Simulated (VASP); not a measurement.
PtSe2: single point with PBE

Crystal: PtSe2.

```
CELL_PARAMETERS angstrom
3.76828 0.00000 0.00000
-1.88414 3.26343 0.00000
0.00000 0.00000 5.73281
ATOMIC_POSITIONS crystal
Pt 0.00000 0.00000 0.00000
Se 0.33333 0.66667 0.22610
Se 0.66667 0.33333 0.77390
```

```yaml
Program: VASP 6.6.1
Task: single point
Functional: PBE
Potentials_or_basis: VASP PAW PBE potentials, release 64 (Pt, Se)
Cutoff: 520 eV
k_mesh: 6 × 6 × 4
Occupations: gaussian, width 0.1 eV
Spin: no spin polarisation
Dipole_correction: no
Further_INCAR_settings: ALGO = Normal; EDIFF = 1e-07; NBANDS = 18
```

The pressure is 0.1 GPa. The band gap on the k mesh is 0.57 eV (least direct gap 1.12 eV).

Forces on the atoms (eV/Å):
```
Pt   0.000  0.000  0.000
Se   0.000  0.000  0.002
Se   0.000  0.000 -0.002
```

Stress tensor (GPa, compression positive):
```
-0.01  0.00  0.00
 0.00 -0.01  0.00
 0.00  0.00  0.33
```

Levels at points of the mesh, in eV from the valence-band top:
```tsv
k point	band 9	band 10	band 11	band 12	band 13	band 14
(0.00, 0.00, 0.00)	-0.69	-0.69	0.00	2.05	2.05	3.99
(0.50, 0.00, 0.00)	-2.67	-2.64	-2.54	1.26	2.24	4.54
(0.00, 0.00, 0.50)	-1.55	-0.83	-0.83	2.34	2.34	4.96
(0.50, 0.00, 0.50)	-2.68	-2.44	-1.42	1.71	1.72	4.20
```

Run time: 42 s on 1 thread of AMD EPYC 7R13 (shared host), peak memory 0.16 GiB.

Caveat: spin-orbit coupling is left out, which moves the levels of the heavy elements; this functional lacks dispersion, which binds layers or chains, so the pressure and a relaxed spacing across them are unreliable. Expect the measured gap to be larger: semilocal functionals such as PBE lack the derivative discontinuity.
